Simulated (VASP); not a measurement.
Write the native input for VASP 6.6.1 that does the following.

| Quantity | Value |
| --- | --- |
| Task | single point |
| Functional | PBE |
| Potentials or basis | VASP PAW PBE potentials, release 64 (Zr_sv) |
| Cutoff | 520 eV |
| k mesh | 10 × 10 × 5 |
| Occupations | fermi-dirac, width 0.1 eV |
| Spin | no spin polarisation |
| Dipole correction | no |
| Further INCAR settings | ALGO = Normal; EDIFF = 1e-06; NBANDS = 19 |

The structure of Zr lies in POSCAR:

```
Zr
1.0
    3.2312717721      0.0000000000      0.0000000000
   -1.6156358861      2.7983634412      0.0000000000
    0.0000000000      0.0000000000      5.1727743637
Zr
2
Direct
    0.3333333333      0.6666666667      0.2500000000
    0.6666666667      0.3333333333      0.7500000000
```

The input as run:

INCAR

```
SYSTEM = Zr
ALGO     = Normal         ! electronic algorithm
EDIFF    = 1E-6           ! SCF threshold, eV
ENCUT    = 520            ! plane-wave cutoff, eV
GGA      = PE             ! functional
ISIF     = 2              ! what is computed and relaxed
ISMEAR   = -1             ! smearing method
LASPH    = .TRUE.         ! aspherical terms in the spheres
LCHARG   = .FALSE.        ! write CHGCAR
LREAL    = .FALSE.        ! projectors in reciprocal space
LWAVE    = .FALSE.        ! write WAVECAR
NBANDS   = 19             ! bands
NELM     = 100            ! most SCF steps
PREC     = Accurate       ! precision mode
SIGMA    = 0.1            ! smearing width, eV
```

KPOINTS

```
k-points
0
G
  10 10 5
  0 0 0
```

Potentials or basis: VASP PAW PBE potentials, release 64 (Zr_sv).

Launch:

```bash
$ cat potpaw_PBE.64/Zr_sv/POTCAR > POTCAR
$ mpirun -np 1 vasp_std > vasp.out
```

It gave:

```yaml
Pressure: 0.0 GPa
Band_gap_on_the_k_mesh: zero (bands 12 and 13 overlap by 1.19 eV)
```

Run time: 13 s on 1 thread of Intel(R) Xeon(R) Platinum 8488C (Sapphire Rapids) (shared host), peak memory 0.17 GiB.
